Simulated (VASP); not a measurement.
Input of a VASP 6.6.1 run:

The input INCAR:

```
SYSTEM = B2Ir
ALGO = Normal
EDIFF = 1E-6
ENCUT = 500
GGA = PE
GGA_COMPAT = .False.
ISIF = 2
ISMEAR = 0
ISPIN = 2
LASPH = .True.
LCHARG = .False.
LMAXMIX = 4
LORBIT = 11
LREAL = .False.
LWAVE = .False.
MAGMOM = 0 0 1
NBANDS = 18
NELM = 200
PREC = Accurate
SIGMA = 0.1
```

Contents of KPOINTS:

```
k-points
0
Gamma
  6 6 4
  0 0 0
```

POSCAR

```
B2Ir
1.0
    2.6952009000      0.0000000000      0.0000000000
    0.0000000000      2.6952009000      0.0000000000
    0.0000000000      0.0000000000      4.2016075998
B Ir
2 1
Direct
    0.5000000000      0.5000000000      0.3013245929
    0.5000000000      0.5000000000      0.6986754071
    0.0000000000      0.0000000000      0.0000000000
```

Potentials or basis: VASP PAW PBE potentials, release 64 (B, Ir).

Launch:

```bash
$ cat potpaw_PBE.64/B/POTCAR potpaw_PBE.64/Ir/POTCAR > POTCAR
$ mpirun -np 1 vasp_std > vasp.out
```

(1) Estimate the pressure.

(2) What does it give for the net moment?

## Answers

(1) 0.6 GPa.

(2) 0.00 μB per cell.

Caveat: the k points lie up to 0.39 Å⁻¹ apart.
